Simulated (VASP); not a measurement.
# C (Fd-3m) in VASP: settings compared, part 2 of 2

VASP 6.6.1. The steps go on from the part before.

**5. Single point, PBE**

This run uses another cell than the first one: it holds 6 atoms, not 2.

Contents of INCAR:

```
SYSTEM = C
ALGO = Normal
EDIFF = 1E-7
ENCUT = 520
GGA = PE
ISIF = 2
ISMEAR = -1
LASPH = .TRUE.
LCHARG = .FALSE.
LREAL = .FALSE.
LWAVE = .FALSE.
NBANDS = 21
NELM = 80
PREC = Accurate
SIGMA = 0.02
```

Contents of KPOINTS:

```
k-points
0
G
  12 12 4
  0 0 0
```

Contents of POSCAR:

```
C
1.0
    0.0000000000      1.7769057192     -1.7769057192
   -1.7769057192      0.0000000000      1.7769057192
    3.5538114383      3.5538114383      3.5538114383
C
6
Direct
    0.3333333330      0.6666666670      0.2083333330
    0.6666666670      0.3333333330      0.5416666670
    0.0000000000      0.0000000000      0.8750000000
    0.0000000000      0.0000000000      0.1250000000
    0.3333333330      0.6666666670      0.4583333330
    0.6666666670      0.3333333330      0.7916666670
```

Potentials or basis: VASP PAW PBE potentials, release 64 (C).

Launch:

```
cat potpaw_PBE.64/C/POTCAR > POTCAR
mpirun -np 1 vasp_std > vasp.out
```

OUTCAR:

```text
SYSTEM = C
   EDIFF = 1E-7
   ENCUT = 520
   GGA = PE
   ISIF = 2
   ISMEAR = -1
   LASPH = .TRUE.
   LREAL = .FALSE.
   NELM = 80
   PREC = Accurate

 ion  position               nearest neighbor table
   1  0.333  0.667  0.208-   4 1.54   5 1.54   4 1.54   4 1.54
   2  0.667  0.333  0.542-   6 1.54   5 1.54   5 1.54   5 1.54
   3  0.000  0.000  0.875-   6 1.54   4 1.54   6 1.54   6 1.54
   4  0.000  0.000  0.125-   1 1.54   3 1.54   1 1.54   1 1.54
   5  0.333  0.667  0.458-   1 1.54   2 1.54   2 1.54   2 1.54
   6  0.667  0.333  0.792-   3 1.54   2 1.54   3 1.54   3 1.54

  LATTYP: Found a hexagonal cell.
 ALAT       =     2.5129241672
 C/A-ratio  =     2.4494897427

  Lattice vectors:

 A1 = (   0.0000000000,   1.7769057192,  -1.7769057192)
 A2 = (  -1.7769057192,   0.0000000000,   1.7769057192)
 A3 = (   3.5538114383,   3.5538114383,   3.5538114383)

Analysis of symmetry for initial positions (statically):
=====================================================================
 Subroutine PRICEL returns following result:

  LATTYP: Found a face centered cubic cell.
 ALAT       =     3.5538114348

  Lattice vectors:

 A1 = (   1.7769057174,   1.7769057174,  -0.0000000000)
 A2 = (  -0.0000000018,   1.7769057174,   1.7769057192)
 A3 = (   1.7769057227,   0.0000000035,   1.7769057192)

   3 primitive cells build up your supercell.

 Routine SETGRP: Setting up the symmetry group for a
 hexagonal supercell.

 Subroutine GETGRP returns: Found 12 space group operations
 (whereof 12 operations were pure point group operations)
 out of a pool of 24 trial point group operations.

The static configuration has the point symmetry D_3d.

Analysis of symmetry for dynamics (positions and initial velocities):
=====================================================================
 Subroutine PRICEL returns following result:

  LATTYP: Found a face centered cubic cell.
 ALAT       =     3.5538114348

  Lattice vectors:

 A1 = (   1.7769057174,   1.7769057174,  -0.0000000000)
 A2 = (  -0.0000000018,   1.7769057174,   1.7769057192)
 A3 = (   1.7769057227,   0.0000000035,   1.7769057192)

   3 primitive cells build up your supercell.

 Routine SETGRP: Setting up the symmetry group for a
 hexagonal supercell.

 Subroutine GETGRP returns: Found 12 space group operations
 (whereof 12 operations were pure point group operations)
 out of a pool of 24 trial point group operations.

The dynamic configuration has the point symmetry D_3d.

 Subroutine INISYM returns: Found 12 space group operations
 (whereof 12 operations are pure point group operations),
 and found     3 'primitive' translations

----------------------------------------------------------------------------------------

                                     Primitive cell

  volume of cell :      11.2208

  direct lattice vectors                    reciprocal lattice vectors
     1.776905717  1.776905717 -0.000000000     0.281388030  0.281388031 -0.281388031
    -0.000000002  1.776905717  1.776905719    -0.281388030  0.281388030  0.281388030
     1.776905723  0.000000004  1.776905719     0.281388030 -0.281388030  0.281388030

  length of vectors
     2.512924165  2.512924166  2.512924170     0.487378365  0.487378365  0.487378365

  position of ions in fractional coordinates (direct lattice)
     0.875000000  0.875000000  0.875000000
     0.125000000  0.125000000  0.125000000

  ion indices of the primitive-cell ions
   primitive index   ion index
                 1           1
                 2           5

----------------------------------------------------------------------------------------

 KPOINTS: k-points

Automatic generation of k-mesh.
 Grid dimensions read from file:
 generate k-points for:   12   12    4

 Generating k-lattice:

  Cartesian coordinates                     Fractional coordinates (reciprocal lattice)
    -0.015632668  0.031265337 -0.015632668     0.083333333  0.000000000  0.000000000
    -0.031265337  0.015632668  0.015632668     0.000000000  0.083333333  0.000000000
     0.023449003  0.023449003  0.023449003     0.000000000  0.000000000  0.250000000

  Length of vectors
     0.038292061  0.038292061  0.040614864

  Shift w.r.t. Gamma in fractional coordinates (k-lattice)
     0.000000000  0.000000000  0.000000000

 Subroutine IBZKPT returns following result:
 ===========================================

 Found     69 irreducible k-points:

 Following reciprocal coordinates:
            Coordinates               Weight
  0.000000  0.000000  0.000000      1.000000
  0.083333  0.000000  0.000000      6.000000
  0.166667  0.000000  0.000000      6.000000
  0.250000  0.000000  0.000000      6.000000
  0.333333  0.000000  0.000000      6.000000
  0.416667  0.000000  0.000000      6.000000
[... 16 lines left out ...]
  0.166667  0.000000  0.250000      6.000000
  0.000000  0.166667  0.250000      6.000000
 [... further k-points ...]
   k-points           NKPTS =     69   k-points in BZ     NKDIM =     69   number of bands    NBANDS=     21
   number of dos      NEDOS =    301   number of ions     NIONS =      6
   total plane-waves  NPLWV =  19200
   dimension x,y,z NGX =    20 NGY =   20 NGZ =   48
   dimension x,y,z NGXF=    40 NGYF=   40 NGZF=   96
   ions per type =               6
   NGX,Y,Z   is equivalent  to a cutoff of  13.23, 13.23, 12.96 a.u.
   NGXF,Y,Z  is equivalent  to a cutoff of  26.46, 26.46, 25.93 a.u.
 SYSTEM =  C
   PREC   = accura    normal or accurate (medium, high low for compatibility)
   ISTART =      0    job   : 0-new  1-cont  2-samecut
   ICHARG =      2    charge: 1-file 2-atom 10-const
   ISPIN  =      1    spin polarized calculation?
   LNONCOLLINEAR =      F non collinear calculations
   LSORBIT =      F    spin-orbit coupling
   LASPH  =      T    aspherical Exc in radial PAW
   ENCUT  =  520.0 eV  38.22 Ry    6.18 a.u.   4.67  4.67 11.44*2*pi/ulx,y,z
   NELM   =     80;   NELMIN=  2; NELMDL= -5     # of ELM steps
   EDIFF  = 0.1E-06   stopping-criterion for ELM
   LREAL  =      F    real-space projection
   EDIFFG = 0.1E-05   stopping-criterion for IOM
   NSW    =      0    number of steps for IOM
   IBRION =     -1    ionic relax: 0-MD 1-quasi-New 2-CG
   NFREE  =      0    steps in history (QN), initial steepest desc. (CG)
   ISIF   =      2    stress and relaxation
   ISYM   =      2    0-nonsym 1-usesym 2-fastsym
   POTIM  = 0.5000    time-step for ionic-motion
   TEBEG  =    0.0;   TEEND  =   0.0 temperature during run
   PSTRESS=    0.0 pullay stress
   NELECT =      24.0000    total number of electrons
   NUPDOWN=      -1.0000    fix difference up-down
   EMIN   =  10.00;   EMAX   =-10.00  energy-range for DOS
   EFERMI =   0.00;   METHOD = LEGACY
   ISMEAR =    -1;   SIGMA  =   0.02  broadening in eV -4-tet -1-fermi 0-gaus
   EFERMI_NEDOS =   21; number of points for ismear=-14 and -15
   IALGO  =     38    algorithm
   IMIX   =      4    mixing-type and parameters
     AMIX     =   0.40;   BMIX     =  1.00
     AMIX_MAG =   1.60;   BMIX_MAG =  1.00
  volume/ion in A,a.u.               =       5.61        37.86
  Fermi-wavevector in a.u.,A,eV,Ry     =   1.462504  2.763732 29.101752  2.138918
  Thomas-Fermi vector in A             =   2.578710
   LORBIT       =      0    0 simple, 1 ext, 2 COOP (PROOUT), +10 PAW based schemes
   GGA     = PE    functional components
[... 5 lines left out ...]
 non-spin polarized calculation
  energy-cutoff  :      520.00
  volume of cell :       33.66
 maximum number of plane-waves:       922
 NGX is ok and might be reduce to    20

 number of electron      23.9999998 magnetization

 Free energy of the ion-electron system (eV)
  ---------------------------------------------------
  ext. energy  EPLUGINS =         0.00000000
  ---------------------------------------------------
  free energy    TOTEN  =       -54.54395877 eV

  energy without entropy =      -54.54395877  energy(sigma->0) =      -54.54395877

 E-fermi :  10.3219     XC(G=0): -13.3057

 val. band max:        9.8883232058   @ k =   0.0000   0.0000   0.0000
 cond. band min:      14.1110184366   @ k =   0.0000   0.3333   0.2500
 fundamental gap:      4.2226952308
 Fermi energy:        10.3219010908

 k-point     1 :       0.0000    0.0000    0.0000
  band No.  band energies     occupation
      1     -11.7360      2.00000
      2      -8.6953      2.00000
      3      -8.6953      2.00000
      4       0.4450      2.00000
      5       0.4450      2.00000
      6       7.5450      2.00000
[... 565 lines left out ...]
     20      20.6638      0.00000
     21      21.1366      0.00000

 [... further k-points ...]
[... 5 lines left out ...]
  --------------------------------------------------------------------------------------
  -------------------------------------------------------------------------------------
  Total        1.5516900      1.5516900      1.5516900     -0.0005291     -0.0005291     -0.0005291
  in kB       73.8535086     73.8535086     73.8535086     -0.0251843     -0.0251843     -0.0251843
  external PRESSURE =      73.8535086 kB  Pullay stress =       0.0000000 kB

 VOLUME and BASIS-vectors are now :
 -----------------------------------------------------------------------------
  energy-cutoff  :      520.00
  volume of cell :       33.66
      direct lattice vectors                 reciprocal lattice vectors
     0.000000000  1.776905719 -1.776905719    -0.187592020  0.375184040 -0.187592020
    -1.776905719  0.000000000  1.776905719    -0.375184040  0.187592020  0.187592020
     3.553811438  3.553811438  3.553811438     0.093796010  0.093796010  0.093796010

 POSITION                                       TOTAL-FORCE (eV/Angst)
 -----------------------------------------------------------------------------------
     -0.44423      1.33268      1.33268         0.000094      0.000094      0.000094
      1.33268      3.10959      1.33268         0.000094      0.000094      0.000094
      3.10959      3.10959      3.10959         0.000094      0.000094      0.000094
      0.44423      0.44423      0.44423        -0.000094     -0.000094     -0.000094
      0.44423      2.22113      2.22113        -0.000094     -0.000094     -0.000094
      2.22113      3.99804      2.22113        -0.000094     -0.000094     -0.000094
 -----------------------------------------------------------------------------------
    total drift:                                0.000000     -0.000000      0.000000

  FREE ENERGIE OF THE ION-ELECTRON SYSTEM (eV)
  ---------------------------------------------------
  free  energy   TOTEN  =       -54.5439587662 eV

  energy  without entropy=      -54.5439587662  energy(sigma->0) =      -54.54395877
```

stdout:

```text
POSCAR found type information on POSCAR C
 POSCAR found :  1 types and       6 ions
 scaLAPACK will be used
 LDA part: xc-table for (Slater+PW92), standard interpolation
 POSCAR, INCAR and KPOINTS ok, starting setup
 FFT: planning ... GRIDC
 FFT: planning ... GRID_SOFT
 FFT: planning ... GRID
 WAVECAR not read
 entering main loop
```

Wall time 23 s (1 thread of Intel Xeon Platinum 8488C (Sapphire Rapids), shared host); peak memory 0.16 GiB.

Results:

| Quantity | Value |
| --- | --- |
| Free energy | -54.5440 eV |
| Pressure | 7.4 GPa |
| Band gap on the k mesh | 4.22 eV |

Caveat: the cell stands under pressure. A k mesh can miss the band edges.

**6. Summary**

| task | level | cell | k mesh | cutoff (eV) | gap on the mesh (eV) | pressure (GPa) |
| --- | --- | --- | --- | --- | --- | --- |
| single point | PBEsol | a = 2.513 Å, angles 60.0°, 2 atoms, atomic positions A | 16 × 16 × 16 | 520 | 4.03 | 1.1 |
| relaxation of cell and atoms | PBEsol | relaxed from a = 2.526 Å, angles 60.0°, 2 atoms, atomic positions A | 16 × 16 × 16 | 600 | 4.03 | 0.0 |
| single point | PBEsol | a = 2.513, b = 2.513, c = 6.155 Å, angles 90.0, 90.0, 120.0°, 6 atoms, atomic positions B | 12 × 12 × 4 | 520 | 4.10 | 1.1 |
| single point | PBE | a = 2.513, b = 2.513, c = 6.155 Å, angles 90.0, 90.0, 120.0°, 6 atoms, atomic positions B | 12 × 12 × 4 | 520 | 4.22 | 7.4 |

Alike in all rows: potentials or basis VASP PAW PBE potentials, release 64 (C); no spin polarisation; smearing fermi-dirac 0.02 eV.

Caveats: the PAW data sets were made with another functional, which shifts forces and pressure a little (at least some runs); the cell stands under pressure (at least some runs).

Absolute energies hang on the potentials; compare differences alone.
